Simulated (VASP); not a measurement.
# AlAs (F-43m) in VASP: notebook

The runs below take AlAs through single point, relaxation of cell and atoms, with PBE+D3(BJ).

All numbers are computed with VASP 6.6.1; they aren't measurements. Logs are shortened: lines on timing, memory, paths and dates and some standing lists are left out, and cuts for length are marked.

### 1 The cell of the first run

Symmetry: F-43m, No. 216, cubic system. Conventional cell: a = 5.665 Å, b = 5.665 Å, c = 5.665 Å, α = 90.00°, β = 90.00°, γ = 90.00°. Within 3.2 Å of Al (site symmetry -43m) lie 4 As at 2.45 Å. Within 3.2 Å of As (site symmetry -43m) lie 4 Al at 2.45 Å.

### 2 Single point, PBE+D3(BJ)

The input, INCAR:

```
SYSTEM = AlAs
PREC = Accurate
ENCUT = 500
EDIFF = 1E-6
ISMEAR = 0
SIGMA = 0.02
LREAL = .FALSE.
LASPH = .TRUE.
NELM = 120
ALGO = Normal
ISIF = 2
LWAVE = .FALSE.
LCHARG = .FALSE.
GGA = PE
IVDW = 12
NBANDS = 11
GGA_COMPAT = .FALSE.
```

The input, KPOINTS:

```
Automatic mesh
0
G
  8 8 8
  0 0 0
```

The input, POSCAR:

```
AlAs
1.0
    0.0000000000      2.8322993914      2.8322993914
    2.8322993914      0.0000000000      2.8322993914
    2.8322993914      2.8322993914      0.0000000000
Al As
1 1
Direct
    0.0000000000      0.0000000000      0.0000000000
    0.2500000000      0.2500000000      0.2500000000
```

Potentials or basis: VASP PAW PBE potentials, release 64 (Al, As).

Command:

```
> cat potpaw_PBE.64/Al/POTCAR potpaw_PBE.64/As/POTCAR > POTCAR
> mpirun -np 1 vasp_std > vasp.out
```

OUTCAR:

```text
SYSTEM = AlAs
   PREC = Accurate
   ENCUT = 500
   EDIFF = 1E-6
   ISMEAR = 0
   LREAL = .FALSE.
   LASPH = .TRUE.
   NELM = 120
   ISIF = 2
   GGA = PE
   IVDW = 12
 IVDW          = 12

 ion  position               nearest neighbor table
   1  0.000  0.000  0.000-   2 2.45   2 2.45   2 2.45   2 2.45
   2  0.250  0.250  0.250-   1 2.45   1 2.45   1 2.45   1 2.45

  LATTYP: Found a face centered cubic cell.
 ALAT       =     5.6645987828

  Lattice vectors:

 A1 = (   0.0000000000,   2.8322993914,   2.8322993914)
 A2 = (   2.8322993914,   0.0000000000,   2.8322993914)
 A3 = (   2.8322993914,   2.8322993914,   0.0000000000)

Analysis of symmetry for initial positions (statically):
=====================================================================
 Subroutine PRICEL returns:
 Original cell was already a primitive cell.

 Routine SETGRP: Setting up the symmetry group for a
 face centered cubic supercell.

 Subroutine GETGRP returns: Found 24 space group operations
 (whereof 24 operations were pure point group operations)
 out of a pool of 48 trial point group operations.

The static configuration has the point symmetry T_d .

Analysis of symmetry for dynamics (positions and initial velocities):
=====================================================================
 Subroutine PRICEL returns:
 Original cell was already a primitive cell.

 Routine SETGRP: Setting up the symmetry group for a
 face centered cubic supercell.

 Subroutine GETGRP returns: Found 24 space group operations
 (whereof 24 operations were pure point group operations)
 out of a pool of 48 trial point group operations.

The dynamic configuration has the point symmetry T_d .

 Subroutine INISYM returns: Found 24 space group operations
 (whereof 24 operations are pure point group operations),
 and found     1 'primitive' translations

----------------------------------------------------------------------------------------

                                     Primitive cell

  volume of cell :      45.4410

  direct lattice vectors                    reciprocal lattice vectors
     0.000000000  2.832299391  2.832299391    -0.176535010  0.176535010  0.176535010
     2.832299391  0.000000000  2.832299391     0.176535010 -0.176535010  0.176535010
     2.832299391  2.832299391  0.000000000     0.176535010  0.176535010 -0.176535010

  length of vectors
     4.005476212  4.005476212  4.005476212     0.305767606  0.305767606  0.305767606

  position of ions in fractional coordinates (direct lattice)
     0.000000000  0.000000000  0.000000000
     0.250000000  0.250000000  0.250000000

  ion indices of the primitive-cell ions
   primitive index   ion index
                 1           1
                 2           2

----------------------------------------------------------------------------------------

 KPOINTS: Automatic mesh

Automatic generation of k-mesh.
 Grid dimensions read from file:
 generate k-points for:    8    8    8

 Generating k-lattice:

  Cartesian coordinates                     Fractional coordinates (reciprocal lattice)
    -0.022066876  0.022066876  0.022066876     0.125000000  0.000000000  0.000000000
     0.022066876 -0.022066876  0.022066876     0.000000000  0.125000000  0.000000000
     0.022066876  0.022066876 -0.022066876     0.000000000  0.000000000  0.125000000

  Length of vectors
     0.038220951  0.038220951  0.038220951

  Shift w.r.t. Gamma in fractional coordinates (k-lattice)
     0.000000000  0.000000000  0.000000000

 Subroutine IBZKPT returns following result:
 ===========================================

 Found     29 irreducible k-points:

 Following reciprocal coordinates:
            Coordinates               Weight
  0.000000  0.000000  0.000000      1.000000
  0.125000  0.000000  0.000000      8.000000
  0.250000  0.000000  0.000000      8.000000
  0.375000  0.000000  0.000000      8.000000
  0.500000  0.000000  0.000000      4.000000
  0.125000  0.125000  0.000000      6.000000
[... 16 lines left out ...]
  0.500000  0.250000  0.125000     48.000000
 -0.375000  0.250000  0.125000     24.000000
 [... further k-points ...]
   k-points           NKPTS =     29   k-points in BZ     NKDIM =     29   number of bands    NBANDS=     11
   number of dos      NEDOS =    301   number of ions     NIONS =      2
   total plane-waves  NPLWV =  27000
   dimension x,y,z NGX =    30 NGY =   30 NGZ =   30
   dimension x,y,z NGXF=    60 NGYF=   60 NGZF=   60
   ions per type =               1   1
   NGX,Y,Z   is equivalent  to a cutoff of  12.45, 12.45, 12.45 a.u.
   NGXF,Y,Z  is equivalent  to a cutoff of  24.90, 24.90, 24.90 a.u.
 SYSTEM =  AlAs
   PREC   = accura    normal or accurate (medium, high low for compatibility)
   ISTART =      0    job   : 0-new  1-cont  2-samecut
   ICHARG =      2    charge: 1-file 2-atom 10-const
   ISPIN  =      1    spin polarized calculation?
   LNONCOLLINEAR =      F non collinear calculations
   LSORBIT =      F    spin-orbit coupling
   LASPH  =      T    aspherical Exc in radial PAW
   ENCUT  =  500.0 eV  36.75 Ry    6.06 a.u.   7.30  7.30  7.30*2*pi/ulx,y,z
   NELM   =    120;   NELMIN=  2; NELMDL= -5     # of ELM steps
   EDIFF  = 0.1E-05   stopping-criterion for ELM
   LREAL  =      F    real-space projection
   EDIFFG = 0.1E-04   stopping-criterion for IOM
   NSW    =      0    number of steps for IOM
   IBRION =     -1    ionic relax: 0-MD 1-quasi-New 2-CG
   NFREE  =      0    steps in history (QN), initial steepest desc. (CG)
   ISIF   =      2    stress and relaxation
   ISYM   =      2    0-nonsym 1-usesym 2-fastsym
   POTIM  = 0.5000    time-step for ionic-motion
   TEBEG  =    0.0;   TEEND  =   0.0 temperature during run
   PSTRESS=    0.0 pullay stress
   NELECT =       8.0000    total number of electrons
   NUPDOWN=      -1.0000    fix difference up-down
   EMIN   =  10.00;   EMAX   =-10.00  energy-range for DOS
   EFERMI =   0.00;   METHOD = LEGACY
   ISMEAR =     0;   SIGMA  =   0.02  broadening in eV -4-tet -1-fermi 0-gaus
   EFERMI_NEDOS =   21; number of points for ismear=-14 and -15
   IALGO  =     38    algorithm
   IMIX   =      4    mixing-type and parameters
     AMIX     =   0.40;   BMIX     =  1.00
     AMIX_MAG =   1.60;   BMIX_MAG =  1.00
  volume/ion in A,a.u.               =      22.72       153.33
  Fermi-wavevector in a.u.,A,eV,Ry     =   0.917534  1.733889 11.454327  0.841869
  Thomas-Fermi vector in A             =   2.042514
   LORBIT       =      0    0 simple, 1 ext, 2 COOP (PROOUT), +10 PAW based schemes
   GGA     = PE    functional components
   LHFCALC =     F    Hartree Fock is set to
   AEXX    =    0.0000 exact exchange contribution
   IVDW    =    12    specifies the selected vdW correction
   LEPSILON=     F    determine dielectric tensor
   LRPA    =     F    only Hartree local field effects (RPA)
 non-spin polarized calculation
 Gauss-broadening in eV      SIGMA  =   0.02
  energy-cutoff  :      500.00
  volume of cell :       45.44
 maximum number of plane-waves:      1174
 NGX is ok and might be reduce to    30
   NGX = 15   NGY = 15   NGZ = 15

 number of electron       8.0000000 magnetization

 Free energy of the ion-electron system (eV)
  ---------------------------------------------------
  ext. energy  EPLUGINS =         0.00000000
  ---------------------------------------------------
  free energy    TOTEN  =        -9.37491110 eV

  energy without entropy =       -9.37491110  energy(sigma->0) =       -9.37491110

 E-fermi :   4.0095     XC(G=0):  -9.0338

 val. band max:        3.8723638141   @ k =   0.0000   0.0000   0.0000
 cond. band min:       5.3105209572   @ k =   0.5000   0.5000   0.0000
 fundamental gap:      1.4381571432
 Fermi energy:         4.0094823275

 k-point     1 :       0.0000    0.0000    0.0000
  band No.  band energies     occupation
      1      -7.9812      2.00000
      2       3.8724      2.00000
      3       3.8724      2.00000
      4       3.8724      2.00000
      5       5.9175      0.00000
      6       8.1561      0.00000
      7       8.1561      0.00000
      8       8.1561      0.00000
      9      12.7323      0.00000
     10      12.8798      0.00000
     11      12.8798      0.00000

 k-point     2 :       0.1250    0.0000    0.0000
  band No.  band energies     occupation
      1      -7.8286      2.00000
      2       2.4468      2.00000
      3       3.7115      2.00000
      4       3.7115      2.00000
      5       6.6615      0.00000
      6       8.4378      0.00000
      7       8.4378      0.00000
      8       8.5630      0.00000
      9      12.2785      0.00000
     10      12.2785      0.00000
     11      13.4524      0.00000

 k-point     3 :       0.2500    0.0000    0.0000
  band No.  band energies     occupation
      1      -7.4052      2.00000
      2       0.4906      2.00000
      3       3.3940      2.00000
      4       3.3940      2.00000
      5       6.4821      0.00000
      6       8.7798      0.00000
      7       8.7798      0.00000
      8      10.3159      0.00000
      9      12.1753      0.00000
     10      12.1753      0.00000
     11      13.2647      0.00000

 k-point     4 :       0.3750    0.0000    0.0000
  band No.  band energies     occupation
      1      -6.8574      2.00000
      2      -1.0559      2.00000
      3       3.1405      2.00000
      4       3.1405      2.00000
      5       6.1379      0.00000
      6       8.6668      0.00000
      7       8.6668      0.00000
      8      11.5812      0.00000
      9      13.4713      0.00000
     10      13.4713      0.00000
     11      13.6021      0.00000

 k-point     5 :       0.5000    0.0000    0.0000
  band No.  band energies     occupation
      1      -6.5648      2.00000
      2      -1.6907      2.00000
      3       3.0483      2.00000
      4       3.0483      2.00000
      5       6.0083      0.00000
      6       8.5508      0.00000
      7       8.5508      0.00000
      8      11.6191      0.00000
      9      15.0509      0.00000
     10      15.4240      0.00000
     11      15.4240      0.00000
[... 211 lines left out ...]
 k-point    21 :       0.5000    0.5000    0.0000
  band No.  band energies     occupation
      1      -6.0157      2.00000
      2      -1.5529      2.00000
      3       1.7027      2.00000
      4       1.7027      2.00000
      5       5.3105      0.00000
      6       6.1647      0.00000
      7      14.1923      0.00000
      8      14.1923      0.00000
      9      15.6252      0.00000
     10      16.4189      0.00000
     11      16.4189      0.00000

 k-point    22 :       0.3750    0.2500    0.1250
  band No.  band energies     occupation
      1      -7.0508      2.00000
      2       0.1121      2.00000
      3       1.9220      2.00000
      4       2.8977      2.00000
      5       7.4645      0.00000
      6       8.1422      0.00000
      7       9.1723      0.00000
      8      10.3944      0.00000
      9      12.0438      0.00000
     10      14.3061      0.00000
     11      15.8969      0.00000

 k-point    23 :       0.5000    0.2500    0.1250
  band No.  band energies     occupation
      1      -6.5577      2.00000
      2      -0.9019      2.00000
      3       1.3376      2.00000
      4       2.5164      2.00000
      5       7.5494      0.00000
      6       8.3299      0.00000
      7       9.6553      0.00000
      8      10.7333      0.00000
      9      13.2097      0.00000
     10      14.4179      0.00000
     11      16.0417      0.00000

 k-point    24 :      -0.3750    0.2500    0.1250
  band No.  band energies     occupation
      1      -6.3029      2.00000
      2      -1.3821      2.00000
      3       1.1869      2.00000
      4       2.3334      2.00000
      5       7.5376      0.00000
      6       8.1155      0.00000
      7      10.5452      0.00000
      8      11.5087      0.00000
      9      12.2247      0.00000
     10      14.8772      0.00000
     11      16.1605      0.00000

 [... further k-points ...]

------------------------ aborting loop because EDIFF is reached ----------------------------------------

 Edisp (eV)   -0.63297

 E8    (eV) :    -0.2766

  FORCE on cell =-STRESS in cart. coord.  units (eV):
  Direction    XX          YY          ZZ          XY          YZ          ZX
  --------------------------------------------------------------------------------------
  -------------------------------------------------------------------------------------
  Total       0.05341     0.05341     0.05341    -0.00000     0.00000    -0.00000
  in kB       1.88330     1.88330     1.88330    -0.00000     0.00000    -0.00000
  external pressure =        1.88 kB  Pullay stress =        0.00 kB

 VOLUME and BASIS-vectors are now :
 -----------------------------------------------------------------------------
  energy-cutoff  :      500.00
  volume of cell :       45.44
      direct lattice vectors                 reciprocal lattice vectors
     0.000000000  2.832299391  2.832299391    -0.176535010  0.176535010  0.176535010
     2.832299391  0.000000000  2.832299391     0.176535010 -0.176535010  0.176535010
     2.832299391  2.832299391  0.000000000     0.176535010  0.176535010 -0.176535010

 POSITION                                       TOTAL-FORCE (eV/Angst)
 -----------------------------------------------------------------------------------
      0.00000      0.00000      0.00000        -0.000000      0.000000      0.000000
      1.41615      1.41615      1.41615         0.000000     -0.000000     -0.000000
 -----------------------------------------------------------------------------------
    total drift:                               -0.000000     -0.000000     -0.000000

  FREE ENERGIE OF THE ION-ELECTRON SYSTEM (eV)
  ---------------------------------------------------
  free  energy   TOTEN  =       -10.0078774577 eV

  energy  without entropy=      -10.0078774577  energy(sigma->0) =      -10.00787746
```

It took 30 s on 1 thread of Intel Xeon 8259CL, shared host; peak memory 0.18 GiB.

What came out:

| Item | Value |
| --- | --- |
| Free energy | -10.0079 eV |
| Pressure | 0.2 GPa |
| Band gap on the k mesh | 1.44 eV, indirect (least direct gap 2.05 eV) |
| Dispersion energy per atom | -0.316 eV |

Levels at points of the mesh, in eV from the valence-band top:
```tsv
k point	band 1	band 2	band 3	band 4	band 5	band 6	band 7	band 8
(0.00, 0.00, 0.00)	-11.85	0.00	0.00	0.00	2.05	4.28	4.28	4.28
(0.50, 0.00, 0.00)	-10.44	-5.56	-0.82	-0.82	2.14	4.68	4.68	7.75
(0.50, 0.50, 0.00)	-9.89	-5.43	-2.17	-2.17	1.44	2.29	10.32	10.32
```

A k mesh can miss the band edges.

### 3 Single point, PBE+D3(BJ)

The input, INCAR:

```
PREC = Accurate
ENCUT = 500
EDIFF = 1E-6
ISMEAR = 0
SIGMA = 0.02
LREAL = False
LASPH = True
NELM = 120
ALGO = Normal
ISIF = 2
LWAVE = False
LCHARG = False
GGA = PE
IVDW = 12
NBANDS = 11
GGA_COMPAT = False
```

The input, KPOINTS:

```
Automatic mesh
0
Gamma
  8 8 8
```

POSCAR is that of step 2.

Potentials or basis: VASP PAW PBE potentials, release 64 (Al, As).

Command:

```
> cat potpaw_PBE.64/Al/POTCAR potpaw_PBE.64/As/POTCAR > POTCAR
> mpirun -np 1 vasp_std > vasp.out
```

Run time: 31 s. Hardware: 1 thread of Intel Xeon 8259CL, shared host; peak memory 0.18 GiB.

It converged, with:

- Free energy: -10.0079 eV
- Pressure: 0.2 GPa
- Band gap on the k mesh: 1.44 eV, indirect (least direct gap 2.05 eV)
- Dispersion energy per atom: -0.316 eV

Levels at points of the mesh, in eV from the valence-band top:
```csv
k point,band 1,band 2,band 3,band 4,band 5,band 6,band 7,band 8,band 9
"(0.00, 0.00, 0.00)",-11.85,0.00,0.00,0.00,2.05,4.28,4.28,4.28,8.86
"(0.50, 0.00, 0.00)",-10.44,-5.56,-0.82,-0.82,2.14,4.68,4.68,7.75,11.18
"(0.50, 0.50, 0.00)",-9.89,-5.43,-2.17,-2.17,1.44,2.29,10.32,10.32,11.75
```

A k mesh can miss the band edges. PBE gaps usually lie below the measured ones, often by a third to a half.

(Part 1 of 2 ends here.)
